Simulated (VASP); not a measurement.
# GaN (Imm2) in VASP: a series of runs

The runs below take GaN through single point, with r2SCAN.

Everything below comes from runs of VASP 6.6.1. Logs are shortened: lines on timing, memory, paths and dates and some standing lists are left out, and cuts for length are marked.

## 1. The cell of the first run

It takes space group Imm2 (No. 44, orthorhombic). Conventional cell: a = 3.121 Å, b = 3.240 Å, c = 4.498 Å, α = 90.00°, β = 90.00°, γ = 90.00°. Within 2.6 Å of Ga (site symmetry mm2) lie 4 N at 1.92 to 1.97 Å. N (site symmetry mm2) has 4 Ga at 1.92 to 1.97 Å within 2.6 Å.

## 2. Single point, r2SCAN (strain +0.0375 x Voigt [0, 0, 0, 1, 0, 0])

The input, POSCAR:

```
GaN
1.0
    0.0000000000      2.2911043317      2.2911043317
    2.2489367673      0.0421675644      2.2489367673
    2.2489367673      2.2489367673      0.0421675644
Ga N
1 1
Direct
    0.0000000000      0.0000000000      0.0000000000
    0.7500000000      0.7500000000      0.7500000000
```

The input, INCAR.step1:

```
  PREC = Accurate
  ENCUT = 520
  ISMEAR = 0
  SIGMA = 0.05
  LREAL = F
  LASPH = T
  NELM = 100
  NBANDS = 16
  GGA = PE
  ALGO = Normal
  EDIFF = 1E-4
  LWAVE = T
  LCHARG = F
```

The input, INCAR.step2:

```
  PREC = Accurate
  ENCUT = 520
  EDIFF = 1E-7
  ISMEAR = 0
  SIGMA = 0.05
  LREAL = F
  LASPH = T
  NELM = 100
  ALGO = Normal
  ISIF = 2
  LWAVE = F
  LCHARG = F
  METAGGA = R2SCAN
  LMIXTAU = T
  NBANDS = 16
  ISTART = 1
```

The input, KPOINTS:

```
regular mesh
0
Gamma
  10 10 10
```

Potentials or basis: VASP PAW PBE potentials, release 64 (Ga_d, N).

Launch:

```
$ cat potpaw_PBE.64/Ga_d/POTCAR potpaw_PBE.64/N/POTCAR > POTCAR
$ cp INCAR.step1 INCAR
$ mpirun -np 1 vasp_std > vasp.out
$ cp INCAR.step2 INCAR
$ mpirun -np 1 vasp_std > vasp.out
```

OUTCAR:

```text
PREC = Accurate
   ENCUT = 520
   EDIFF = 1E-7
   ISMEAR = 0
   LREAL = F
   LASPH = T
   NELM = 100
   ISIF = 2
   METAGGA = R2SCAN
   ISTART = 1

 ion  position               nearest neighbor table
   1  0.000  0.000  0.000-   2 1.92   2 1.92   2 1.97   2 1.97
   2  0.750  0.750  0.750-   1 1.92   1 1.92   1 1.97   1 1.97

  LATTYP: Found a body centered orthorhombic cell.
 ALAT       =     3.1208429358
 B/A-ratio  =     1.0382165605
 C/A-ratio  =     1.4412367515

  Lattice vectors:

 A1 = (  -2.2489367673,   2.2489367673,   0.0421675644)
 A2 = (  -2.2489367673,  -2.2489367673,  -0.0421675644)
 A3 = (   2.2489367673,   0.0421675644,   2.2489367673)

Analysis of symmetry for initial positions (statically):
=====================================================================
 Subroutine PRICEL returns:
 Original cell was already a primitive cell.

 Routine SETGRP: Setting up the symmetry group for a
 body centered orthorhombic supercell.

 Subroutine GETGRP returns: Found  4 space group operations
 (whereof  4 operations were pure point group operations)
 out of a pool of  8 trial point group operations.

The static configuration has the point symmetry C_2v.

Analysis of symmetry for dynamics (positions and initial velocities):
=====================================================================
 Subroutine PRICEL returns:
 Original cell was already a primitive cell.

 Routine SETGRP: Setting up the symmetry group for a
 body centered orthorhombic supercell.

 Subroutine GETGRP returns: Found  4 space group operations
 (whereof  4 operations were pure point group operations)
 out of a pool of  8 trial point group operations.

The dynamic configuration has the point symmetry C_2v.

 Subroutine INISYM returns: Found  4 space group operations
 (whereof  4 operations are pure point group operations),
 and found     1 'primitive' translations

----------------------------------------------------------------------------------------

                                     Primitive cell

  volume of cell :      22.7410

  direct lattice vectors                    reciprocal lattice vectors
     0.000000000  2.291104332  2.291104332    -0.222327283  0.218235369  0.218235369
     2.248936767  0.042167564  2.248936767     0.222327283 -0.226575575  0.226575575
     2.248936767  2.248936767  0.042167564     0.222327283  0.226575575 -0.226575575

  length of vectors
     3.240110819  3.180756399  3.180756399     0.380371888  0.390003080  0.390003080

  position of ions in fractional coordinates (direct lattice)
     0.000000000  0.000000000  0.000000000
     0.750000000  0.750000000  0.750000000

  ion indices of the primitive-cell ions
   primitive index   ion index
                 1           1
                 2           2

----------------------------------------------------------------------------------------

 KPOINTS: regular mesh

Automatic generation of k-mesh.
 Grid dimensions read from file:
 generate k-points for:   10   10   10

 Generating k-lattice:

  Cartesian coordinates                     Fractional coordinates (reciprocal lattice)
    -0.022232728  0.021823537  0.021823537     0.100000000  0.000000000  0.000000000
     0.022232728 -0.022657557  0.022657557     0.000000000  0.100000000  0.000000000
     0.022232728  0.022657557 -0.022657557     0.000000000  0.000000000  0.100000000

  Length of vectors
     0.038037189  0.039000308  0.039000308

  Shift w.r.t. Gamma in fractional coordinates (k-lattice)
     0.000000000  0.000000000  0.000000000

 Subroutine IBZKPT returns following result:
 ===========================================

 Found    171 irreducible k-points:

 Following reciprocal coordinates:
            Coordinates               Weight
  0.000000  0.000000  0.000000      1.000000
  0.100000 -0.000000 -0.000000      4.000000
  0.200000 -0.000000 -0.000000      4.000000
  0.300000  0.000000  0.000000      4.000000
  0.400000 -0.000000 -0.000000      4.000000
  0.500000  0.000000 -0.000000      2.000000
[... 16 lines left out ...]
 -0.400000  0.200000  0.000000      8.000000
 -0.300000  0.200000  0.000000      8.000000
 [... further k-points ...]
   k-points           NKPTS =    171   k-points in BZ     NKDIM =    171   number of bands    NBANDS=     16
   number of dos      NEDOS =    301   number of ions     NIONS =      2
   total plane-waves  NPLWV =  13824
   dimension x,y,z NGX =    24 NGY =   24 NGZ =   24
   dimension x,y,z NGXF=    48 NGYF=   48 NGZF=   48
   ions per type =               1   1
   NGX,Y,Z   is equivalent  to a cutoff of  12.31, 12.54, 12.54 a.u.
   NGXF,Y,Z  is equivalent  to a cutoff of  24.63, 25.09, 25.09 a.u.
 SYSTEM =  unknown system
   PREC   = accura    normal or accurate (medium, high low for compatibility)
   ISTART =      1    job   : 0-new  1-cont  2-samecut
   ICHARG =      0    charge: 1-file 2-atom 10-const
   ISPIN  =      1    spin polarized calculation?
   LNONCOLLINEAR =      F non collinear calculations
   LSORBIT =      F    spin-orbit coupling
   LASPH  =      T    aspherical Exc in radial PAW
   ENCUT  =  520.0 eV  38.22 Ry    6.18 a.u.   6.02  5.91  5.91*2*pi/ulx,y,z
   NELM   =    100;   NELMIN=  2; NELMDL=  0     # of ELM steps
   EDIFF  = 0.1E-06   stopping-criterion for ELM
   LREAL  =      F    real-space projection
   EDIFFG = 0.1E-05   stopping-criterion for IOM
   NSW    =      0    number of steps for IOM
   IBRION =     -1    ionic relax: 0-MD 1-quasi-New 2-CG
   NFREE  =      0    steps in history (QN), initial steepest desc. (CG)
   ISIF   =      2    stress and relaxation
   ISYM   =      2    0-nonsym 1-usesym 2-fastsym
   POTIM  = 0.5000    time-step for ionic-motion
   TEBEG  =    0.0;   TEEND  =   0.0 temperature during run
   PSTRESS=    0.0 pullay stress
   NELECT =      18.0000    total number of electrons
   NUPDOWN=      -1.0000    fix difference up-down
   EMIN   =  10.00;   EMAX   =-10.00  energy-range for DOS
   EFERMI =   0.00;   METHOD = LEGACY
   ISMEAR =     0;   SIGMA  =   0.05  broadening in eV -4-tet -1-fermi 0-gaus
   EFERMI_NEDOS =   21; number of points for ismear=-14 and -15
   IALGO  =     38    algorithm
   IMIX   =      4    mixing-type and parameters
     AMIX     =   0.40;   BMIX     =  1.00
     AMIX_MAG =   1.60;   BMIX_MAG =  1.00
  volume/ion in A,a.u.               =      11.37        76.73
  Fermi-wavevector in a.u.,A,eV,Ry     =   1.514361  2.861727 31.202081  2.293288
  Thomas-Fermi vector in A             =   2.624029
   LORBIT       =      0    0 simple, 1 ext, 2 COOP (PROOUT), +10 PAW based schemes
   METAGGA = R2SCAN    functional components
   LHFCALC =     F    Hartree Fock is set to
   AEXX    =    0.0000 exact exchange contribution
   IVDW    =     0    specifies the selected vdW correction
   LEPSILON=     F    determine dielectric tensor
   LRPA    =     F    only Hartree local field effects (RPA)
 non-spin polarized calculation
 Gauss-broadening in eV      SIGMA  =   0.05
  energy-cutoff  :      520.00
  volume of cell :       22.74
 maximum number of plane-waves:       624
   NGX = 13   NGY = 11   NGZ = 11

 number of electron      18.0000002 magnetization

 Free energy of the ion-electron system (eV)
  ---------------------------------------------------
  ext. energy  EPLUGINS =         0.00000000
  ---------------------------------------------------
  free energy    TOTEN  =       -21.87608017 eV

  energy without entropy =      -21.87608017  energy(sigma->0) =      -21.87608017

 E-fermi :   5.4057     XC(G=0): -12.6719

 val. band max:        5.1668418171   @ k =   0.0000   0.0000   0.0000
 cond. band min:       7.2226447408   @ k =   0.0000   0.0000   0.0000
 fundamental gap:      2.0558029237
 Fermi energy:         5.4056703408

 k-point     1 :       0.0000    0.0000    0.0000
  band No.  band energies     occupation
      1     -11.7060      2.00000
      2      -8.7553      2.00000
      3      -8.7511      2.00000
      4      -8.7477      2.00000
      5      -8.3935      2.00000
      6      -8.3930      2.00000
[... 8 lines left out ...]
     15      24.6305      0.00000
     16      24.9450      0.00000

 k-point     2 :       0.1000   -0.0000   -0.0000
  band No.  band energies     occupation
      1     -11.5983      2.00000
      2      -8.7417      2.00000
      3      -8.7386      2.00000
      4      -8.7069      2.00000
      5      -8.3946      2.00000
      6      -8.3934      2.00000
[... 8 lines left out ...]
     15      23.7044      0.00000
     16      23.7242      0.00000

 k-point     3 :       0.2000   -0.0000   -0.0000
  band No.  band energies     occupation
      1     -11.3216      2.00000
      2      -8.7095      2.00000
      3      -8.7090      2.00000
      4      -8.5482      2.00000
      5      -8.3931      2.00000
      6      -8.3903      2.00000
[... 8 lines left out ...]
     15      22.6142      0.00000
     16      23.0294      0.00000

 k-point     4 :       0.3000    0.0000    0.0000
  band No.  band energies     occupation
      1     -11.0074      2.00000
      2      -8.6812      2.00000
      3      -8.6786      2.00000
      4      -8.3838      2.00000
      5      -8.3766      2.00000
      6      -8.1840      2.00000
[... 8 lines left out ...]
     15      22.9836      0.00000
     16      23.6405      0.00000
[... 324 lines left out ...]
 k-point    22 :       0.5000    0.2000   -0.0000
  band No.  band energies     occupation
      1     -10.6341      2.00000
      2      -8.6376      2.00000
      3      -8.5768      2.00000
      4      -8.4419      2.00000
      5      -8.3484      2.00000
      6      -7.2122      2.00000
[... 8 lines left out ...]
     15      26.5838      0.00000
     16      26.8570      0.00000

 k-point    23 :      -0.4000    0.2000    0.0000
  band No.  band energies     occupation
      1     -10.6210      2.00000
      2      -8.6411      2.00000
      3      -8.5832      2.00000
      4      -8.4096      2.00000
      5      -8.3721      2.00000
      6      -7.0875      2.00000
[... 8 lines left out ...]
     15      24.5632      0.00000
     16      26.7036      0.00000

 k-point    24 :      -0.3000    0.2000    0.0000
  band No.  band energies     occupation
      1     -10.7042      2.00000
      2      -8.6432      2.00000
      3      -8.6034      2.00000
      4      -8.4042      2.00000
      5      -8.3980      2.00000
      6      -7.4920      2.00000
[... 8 lines left out ...]
     15      23.5650      0.00000
     16      26.9718      0.00000

 [... further k-points ...]
[... 5 lines left out ...]
  --------------------------------------------------------------------------------------
  -------------------------------------------------------------------------------------
  Total        0.1890402      0.2105860      0.2105860     -0.0000000     -1.0781857      0.0000000
  in kB       13.3185118     14.8364888     14.8364888     -0.0000000    -75.9617775      0.0000000
  external PRESSURE =      14.3304965 kB  Pullay stress =       0.0000000 kB

 VOLUME and BASIS-vectors are now :
 -----------------------------------------------------------------------------
  energy-cutoff  :      520.00
  volume of cell :       22.74
      direct lattice vectors                 reciprocal lattice vectors
     0.000000000  2.291104332  2.291104332    -0.222327283  0.218235369  0.218235369
     2.248936767  0.042167564  2.248936767     0.222327283 -0.226575575  0.226575575
     2.248936767  2.248936767  0.042167564     0.222327283  0.226575575 -0.226575575

 POSITION                                       TOTAL-FORCE (eV/Angst)
 -----------------------------------------------------------------------------------
      0.00000      0.00000      0.00000        -0.330681      0.000000      0.000000
      3.37341      3.43666      3.43666         0.330681     -0.000000     -0.000000
 -----------------------------------------------------------------------------------
    total drift:                                0.016070     -0.000001     -0.000001

  FREE ENERGIE OF THE ION-ELECTRON SYSTEM (eV)
  ---------------------------------------------------
  free  energy   TOTEN  =       -21.8760801748 eV

  energy  without entropy=      -21.8760801748  energy(sigma->0) =      -21.87608017
```

Wall time 3.9 min (1 thread of Intel Xeon Platinum 8259CL at 2.50GHz (Skylake/Cascade Lake), shared host); peak memory 0.19 GiB.

What came out:

- Free energy: -21.8761 eV
- Pressure: 1.4 GPa
- Largest force: 0.331 eV/Å
- Band gap on the k mesh: 2.06 eV, direct

Forces in eV/Å, atoms in the order of the input:
```
Ga  -0.331  0.000  0.000
N    0.331  0.000  0.000
```

Levels at points of the mesh, in eV from the valence-band top:
| k point | band 6 | band 7 | band 8 | band 9 | band 10 | band 11 | band 12 | band 13 |
| --- | --- | --- | --- | --- | --- | --- | --- | --- |
| (0.00, 0.00, 0.00) | -13.56 | -0.15 | -0.09 | 0.00 | 2.06 | 10.50 | 11.01 | 11.45 |
| (0.50, 0.00, 0.00) | -12.50 | -7.31 | -1.01 | -0.98 | 5.28 | 9.30 | 10.99 | 11.34 |
| (0.00, 0.50, 0.00) | -12.36 | -7.25 | -1.18 | -1.17 | 4.96 | 9.45 | 10.60 | 10.98 |
| (0.50, 0.50, 0.00) | -12.05 | -6.32 | -2.89 | -2.88 | 3.69 | 7.20 | 12.49 | 14.92 |
| (0.00, 0.50, 0.50) | -12.06 | -6.33 | -3.12 | -2.65 | 3.64 | 7.28 | 12.55 | 14.73 |

Caveat: the cell differs from its parent crystal (strain +0.0375 x Voigt [0, 0, 0, 1, 0, 0]); the PAW data sets were made with another functional, which shifts forces and pressure a little.

## 3. Single point, r2SCAN (strain +0.0225 x Voigt [0, 0, 0, 1, 0, 0])

The input, POSCAR:

```
GaN
1.0
    0.0000000000      2.2742373059      2.2742373059
    2.2489367673      0.0253005386      2.2489367673
    2.2489367673      2.2489367673      0.0253005386
Ga N
1 1
Direct
    0.0000000000      0.0000000000      0.0000000000
    0.7500000000      0.7500000000      0.7500000000
```

The input, INCAR.step1:

```
  PREC = Accurate
  ENCUT = 520
  ISMEAR = 0
  SIGMA = 0.05
  LREAL = False
  LASPH = True
  NELM = 80
  NBANDS = 16
  GGA = PE
  ALGO = Normal
  EDIFF = 1E-4
  LWAVE = True
  LCHARG = False
```

The input, INCAR.step2:

```
  PREC = Accurate
  ENCUT = 520
  EDIFF = 1E-6
  ISMEAR = 0
  SIGMA = 0.05
  LREAL = False
  LASPH = True
  NELM = 80
  ALGO = Normal
  ISIF = 2
  LWAVE = False
  LCHARG = False
  METAGGA = R2SCAN
  LMIXTAU = True
  NBANDS = 16
  ISTART = 1
```

The input, KPOINTS:

```
Automatic mesh
0
Gamma
  10 10 10
```

Potentials or basis: VASP PAW PBE potentials, release 64 (Ga_d, N).

Launch:

```
$ cat potpaw_PBE.64/Ga_d/POTCAR potpaw_PBE.64/N/POTCAR > POTCAR
$ cp INCAR.step1 INCAR
$ mpirun -np 1 vasp_std > vasp.out
$ cp INCAR.step2 INCAR
$ mpirun -np 1 vasp_std > vasp.out
```

Wall time 3.1 min (1 thread of Intel Xeon Platinum 8259CL at 2.50GHz (Skylake/Cascade Lake), shared host); peak memory 0.19 GiB.

The run converged. Its results:

```
Free energy            : -21.8891 eV
Pressure               : 1.2 GPa
Largest force          : 0.198 eV/Å
Band gap on the k mesh : 2.10 eV, direct
```

Forces in eV/Å, atoms in the order of the input:
```
Ga  -0.198  0.000  0.000
N    0.198  0.000  0.000
```

Stress tensor (GPa, compression positive):
```
 1.14  0.00  0.00
 0.00  1.20 -4.55
 0.00 -4.55  1.20
```

Levels at points of the mesh, in eV from the valence-band top:
```tsv
k point	band 7	band 8	band 9	band 10	band 11	band 12
(0.00, 0.00, 0.00)	-0.09	-0.05	0.00	2.10	10.72	11.01
(0.50, 0.00, 0.00)	-7.26	-1.01	-0.99	5.25	9.37	11.00
(0.00, 0.50, 0.00)	-7.23	-1.11	-1.10	5.06	9.46	10.77
(0.50, 0.50, 0.00)	-6.29	-2.85	-2.85	3.72	7.23	12.56
(0.00, 0.50, 0.50)	-6.29	-2.99	-2.71	3.70	7.26	12.58
```

Caveat: the cell differs from its parent crystal (strain +0.0225 x Voigt [0, 0, 0, 1, 0, 0]); the PAW data sets were made with another functional, which shifts forces and pressure a little.

## 4. Single point, r2SCAN (strain +0.0075 x Voigt [0, 0, 0, 1, 0, 0])

The input, POSCAR:

```
GaN
1.0
    0.0000000000      2.2573702802      2.2573702802
    2.2489367673      0.0084335129      2.2489367673
    2.2489367673      2.2489367673      0.0084335129
Ga N
1 1
Direct
    0.0000000000      0.0000000000      0.0000000000
    0.7500000000      0.7500000000      0.7500000000
```

The input, INCAR.step1:

```
ALGO     = Normal         # electronic algorithm
EDIFF    = 1E-4           # SCF threshold, eV
ENCUT    = 520            # plane-wave cutoff, eV
GGA      = PE             # functional
ISMEAR   = 0              # smearing method
LASPH    = T              # aspherical terms in the spheres
LCHARG   = F              # write CHGCAR
LREAL    = F              # projectors in reciprocal space
LWAVE    = T              # write WAVECAR
NBANDS   = 16             # bands
NELM     = 80             # most SCF steps
PREC     = Accurate       # precision mode
SIGMA    = 0.05           # smearing width, eV
```

The input, INCAR.step2:

```
ALGO     = Normal         # electronic algorithm
EDIFF    = 1E-6           # SCF threshold, eV
ENCUT    = 520            # plane-wave cutoff, eV
ISIF     = 2              # what is computed and relaxed
ISMEAR   = 0              # smearing method
ISTART   = 1            
LASPH    = T              # aspherical terms in the spheres
LCHARG   = F              # write CHGCAR
LMIXTAU  = T            
LREAL    = F              # projectors in reciprocal space
LWAVE    = F              # write WAVECAR
METAGGA  = R2SCAN         # meta-GGA
NBANDS   = 16             # bands
NELM     = 80             # most SCF steps
PREC     = Accurate       # precision mode
SIGMA    = 0.05           # smearing width, eV
```

The input, KPOINTS:

```
k-points
0
Gamma
  10 10 10
```

Launch:

```
$ cat potpaw_PBE.64/Ga_d/POTCAR potpaw_PBE.64/N/POTCAR > POTCAR
$ cp INCAR.step1 INCAR
$ mpirun -np 1 vasp_std > vasp.out
$ cp INCAR.step2 INCAR
$ mpirun -np 1 vasp_std > vasp.out
```

It took 3.4 min on 1 thread of Intel Xeon Platinum 8259CL at 2.50GHz (Skylake/Cascade Lake), shared host; peak memory 0.19 GiB.

It converged, with:

| Item | Value |
| --- | --- |
| Free energy | -21.8955 eV |
| Pressure | 1.1 GPa |
| Largest force | 0.066 eV/Å |
| Band gap on the k mesh | 2.14 eV, direct |

Forces in eV/Å, atoms in the order of the input:
```
Ga  -0.066  0.000  0.000
N    0.066  0.000  0.000
```

Stress tensor (GPa, compression positive):
```
 1.08  0.00  0.00
 0.00  1.08 -1.52
 0.00 -1.52  1.08
```

Levels at points of the mesh, in eV from the valence-band top:
| k point | band 7 | band 8 | band 9 | band 10 | band 11 | band 12 |
| --- | --- | --- | --- | --- | --- | --- |
| (0.00, 0.00, 0.00) | -0.03 | -0.02 | 0.00 | 2.14 | 10.93 | 11.03 |
| (0.50, 0.00, 0.00) | -7.22 | -1.01 | -1.00 | 5.22 | 9.44 | 11.02 |
| (0.00, 0.50, 0.00) | -7.21 | -1.04 | -1.04 | 5.16 | 9.47 | 10.94 |
| (0.50, 0.50, 0.00) | -6.26 | -2.82 | -2.82 | 3.75 | 7.26 | 12.61 |
| (0.00, 0.50, 0.50) | -6.26 | -2.87 | -2.77 | 3.75 | 7.27 | 12.61 |

Caveat: the cell differs from its parent crystal (strain +0.0075 x Voigt [0, 0, 0, 1, 0, 0]); the PAW data sets were made with another functional, which shifts forces and pressure a little.

## 5. Summary

| cell | gap on the mesh (eV) | pressure (GPa) | largest force (eV/Å) |
| --- | --- | --- | --- |
| a = 3.240, b = 3.181, c = 3.181 Å, angles 58.8, 59.4, 59.4°, 2 atoms | 2.06 | 1.4 | 0.33 |
| a = 3.216, b = 3.181, c = 3.181 Å, angles 59.3, 59.6, 59.6°, 2 atoms | 2.10 | 1.2 | 0.20 |
| a = 3.192, b = 3.180, c = 3.180 Å, angles 59.8, 59.9, 59.9°, 2 atoms | 2.14 | 1.1 | 0.07 |

Alike in all rows: task single point; level r2SCAN; potentials or basis VASP PAW PBE potentials, release 64 (Ga_d, N); no spin polarisation; k mesh 10 × 10 × 10; cutoff (eV) 520; smearing gaussian 0.05 eV.

Caveats: the PAW data sets were made with another functional, which shifts forces and pressure a little.

Total energies depend on the potentials used, so only differences within one code and one set of settings carry meaning.
